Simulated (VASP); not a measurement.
The system is CoO.

```
CELL_PARAMETERS angstrom
-1.47722 1.47722 2.06423
1.47722 -1.47722 2.06423
1.47722 1.47722 -2.06423
ATOMIC_POSITIONS crystal
Co 0.00000 0.00000 0.00000
O 0.50000 0.50000 0.00000
```

Base run:

```yaml
Program: VASP 6.6.1
Functional: PBEsol
Potentials_or_basis: VASP PAW PBE potentials, release 64 (Co, O)
Cutoff: 520 eV
k_mesh: 12 × 12 × 12
Occupations: fermi-dirac, width 0.05 eV
Spin: collinear spin, ferromagnetic start
Starting_moments: "[2.0, 0.0] μB"
```

Its results: pressure -0.1 GPa; net moment 2.67 μB per cell; site moments Co +2.37; O +0.26 μB.

Task: The run is repeated on the same cell with these changes: functional from PBEsol to PBE; further incar settings from ALGO = Normal; EDIFF = 1e-06; NBANDS = 18 to ALGO = Normal; EDIFF = 1e-07; NBANDS = 18. What comes out?

Result: Pressure 9.7 GPa; net moment 2.59 μB per cell; site moments Co +2.33; O +0.22 μB.

Caveats: a cell with one magnetic atom can't hold antiferromagnetic order, which such compounds often take; the PAW data sets were made with another functional, which shifts forces and pressure a little (some runs).
